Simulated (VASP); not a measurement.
Here is a VASP 6.6.1 calculation.

File INCAR:

```
ALGO = Normal ; EDIFF = 1E-6
ENCUT = 500 ; GGA = PE
GGA_COMPAT = False ; ISIF = 2
ISMEAR = -1 ; LASPH = True
LCHARG = False ; LREAL = False
LWAVE = False ; NBANDS = 14
NELM = 120 ; PREC = Accurate
SIGMA = 0.02
```

KPOINTS

```
k-points
0
Gamma
  11 11 11
```

File POSCAR:

```
Br
1.0
    0.0000000000      2.9156939522      2.9156939522
    2.9156939522      0.0000000000      2.9156939522
    2.9156939522      2.9156939522      0.0000000000
Br
2
Direct
    1.0000000000      1.0000000000      1.0000000000
    0.2500000000      0.2500000000      0.2500000000
```

Potentials or basis: VASP PAW PBE potentials, release 64 (Br).

Command:

```sh
$ cat potpaw_PBE.64/Br/POTCAR > POTCAR
$ mpirun -np 1 vasp_std > vasp.out
```

(1) Predict the pressure.

(2) Predict the band gap on the k mesh.

Answers

(1) 30.0 GPa.

(2) zero (bands 7 and 8 overlap by 3.32 eV).

Caveat: the cell stands under pressure.
